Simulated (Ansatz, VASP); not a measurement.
## Two plane-wave programs on CuO

INCAR

```
SYSTEM = CuO
PREC     = Accurate       ! precision mode
ENCUT    = 520            ! plane-wave cutoff, eV
EDIFF    = 1E-7           ! SCF threshold, eV
ISMEAR   = 0              ! smearing method
SIGMA    = 0.05           ! smearing width, eV
LREAL    = .FALSE.        ! projectors in reciprocal space
LASPH    = .TRUE.         ! aspherical terms in the spheres
NELM     = 60             ! most SCF steps
ALGO     = Normal         ! electronic algorithm
ISIF     = 2              ! what is computed and relaxed
LWAVE    = .FALSE.        ! write WAVECAR
LCHARG   = .FALSE.        ! write CHGCAR
GGA      = PE             ! functional
NBANDS   = 25             ! bands
```

File KPOINTS:

```
regular mesh
0
G
  16 16 8
  0 0 0
```

The input POSCAR:

```
CuO
1.0
    2.3446500000     -1.7134000000      0.0000000000
    2.3446500000      1.7134000000      0.0000000000
   -0.8605500000      0.0000000000      5.0594400000
Cu O
2 2
Direct
    0.0032000000      0.4968000000      0.0000000000
    0.4968000000      0.0032000000      0.5000000000
    0.5714000000      0.4056000000      0.2537000000
    0.4056000000      0.5714000000      0.7537000000
```

Input for Ansatz:

```yaml
crystal:
  lattice:
    - [2.34465, -1.7134, 0.0]
    - [2.34465, 1.7134, 0.0]
    - [-0.86055, 0.0, 5.05944]
  atoms:
    - { symbol: Cu, position: [0.0032, 0.4968, 0.0] }
    - { symbol: Cu, position: [0.4968, 0.0032, 0.5] }
    - { symbol: O, position: [0.5714, 0.4056, 0.2537] }
    - { symbol: O, position: [0.4056, 0.5714, 0.7537] }
basis:
  ecutwfc: 420
kpoints:
  mp_grid: { grid: [16, 16, 8] }
hamiltonian:
  xc: pbe
scf:
  occupations: { method: gaussian, width: 0.05 }
output:
  forces: true
  stress: true
  eigenvalues: true
```

Alike in both runs: task single point; functional PBE; k mesh 16 × 16 × 8; occupations gaussian, width 0.05 eV; no spin polarisation.

```csv
,VASP,Ansatz
version,VASP 6.6.1,Ansatz 0.2.0
potentials or method,"VASP PAW PBE potentials, release 64 (Cu, O), cutoff 520 eV","scalar-relativistic, plane waves, PAW"
valence electrons in the cell,34,50
```

Ansatz gave:

- gap on the k mesh at the Fermi level (eV): none
- pressure (GPa): 5.7
- traceless stress, the component that is largest in VASP (GPa): -1.72
- rms of the force components (eV/Å): 0.432

Task: What did VASP give for the same quantities?

Result: gap on the k mesh at the Fermi level (eV): none; pressure (GPa): 6.4; traceless stress, the component that is largest in VASP (GPa): -1.81; rms of the force components (eV/Å): 0.443.

Atom by atom the forces differ by 0.024 eV/Å (rms over components). A gap of «none» marks a metal or a gap that the smearing closes. VASP's potentials hold 34 valence electrons a cell and Ansatz's 50, so a difference there can come from the potentials and not from the codes.
